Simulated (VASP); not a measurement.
A run of VASP 6.6.1:

File INCAR:

```
SYSTEM = C
  ALGO = Normal
  EDIFF = 1E-6
  ENCUT = 520
  GGA = PE
  ISIF = 2
  ISMEAR = 0
  LASPH = .True.
  LCHARG = .True.
  LELF = .True.
  LREAL = .False.
  LVHAR = .True.
  LWAVE = .False.
  NBANDS = 16
  NELM = 80
  PREC = Accurate
  SIGMA = 0.1
```

Contents of KPOINTS:

```
k-points
0
Gamma
  21 21 6
  0 0 0
```

Contents of POSCAR:

```
C
1.0
    2.4665231295      0.0000000000      0.0000000000
   -1.2332615647      2.1360716891      0.0000000000
    0.0000000000      0.0000000000      8.5653080463
C
4
Direct
    0.0000000000      0.0000000000      0.0025000000
    0.0000000000      0.0000000000      0.5025000000
    0.3333333333      0.6666666667      0.0025000000
    0.6666666667      0.3333333333      0.5025000000
```

Potentials or basis: VASP PAW PBE potentials, release 64 (C).

Command:

```console
$ cat potpaw_PBE.64/C/POTCAR > POTCAR
$ mpirun -np 1 vasp_std > vasp.out
```

Hardware: 1 thread of AMD EPYC 7R13, with other jobs on the host.

Question: How long does it take, and how much memory?

Answer: It took 3.2 min on 1 thread of AMD EPYC 7R13 (shared host), peak memory 0.19 GiB. Counts: scf iterations 13, k points 192.
